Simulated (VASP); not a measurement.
Set up this calculation in VASP 6.6.1, as the native input.

| Property | Result |
| --- | --- |
| Task | single point |
| Functional | PBE |
| Potentials or basis | VASP PAW PBE potentials, release 64 (V_sv, N) |
| Cutoff | 600 eV |
| k mesh | 5 × 1 × 3 |
| Occupations | methfessel-paxton, width 0.63 eV |
| Spin | collinear spin, ferromagnetic start |
| Starting moments | [0.3, 0.0] μB |
| Dipole correction | no |
| Further INCAR settings | ALGO = Normal; EDIFF = 1e-06; NBANDS = 20; ISYM = 0 |

The structure of VN lies in POSCAR:

```
VN
1.0
    0.0000000000      2.0015601809      2.0015601809
    2.0015601809      0.0000000000      2.0015601809
    2.0015601809      2.0015601809      0.0000000000
V N
1 1
Direct
    0.0000000000      0.0000000000      0.0000000000
    0.5000000000      0.5000000000      0.5000000000
```

The input as run:

INCAR

```
ALGO = Normal ; EDIFF = 1E-6
ENCUT = 600 ; GGA = PE
GGA_COMPAT = F ; ISIF = 2
ISMEAR = 1 ; ISPIN = 2
ISYM = 0 ; LASPH = T
LCHARG = T ; LELF = T
LMAXMIX = 4 ; LORBIT = 11
LREAL = F ; LVHAR = T
LWAVE = F ; MAGMOM = 0.3 0
NBANDS = 20 ; NELM = 200
PREC = Accurate ; SIGMA = 0.63
```

KPOINTS

```
k-points
0
Gamma
  5 1 3
```

Potentials or basis: VASP PAW PBE potentials, release 64 (V_sv, N).

The run is started by

```console
$ cat potpaw_PBE.64/V_sv/POTCAR potpaw_PBE.64/N/POTCAR > POTCAR
$ mpirun -np 1 vasp_std > vasp.out
```

It gave:

```json
{"Pressure": "36.1 GPa", "Band gap on the k mesh": "zero (filled and empty bands overlap)", "Net moment": "0.00 μB per cell", "Valence electrons inside the program's atomic spheres": "V 11.89; N 3.83"}
```

Caveat: the k points lie up to 2.72 Å⁻¹ apart.

Wall time 20 s on 1 thread of Intel Xeon 8259CL, with other jobs on the host, peak memory 0.15 GiB.
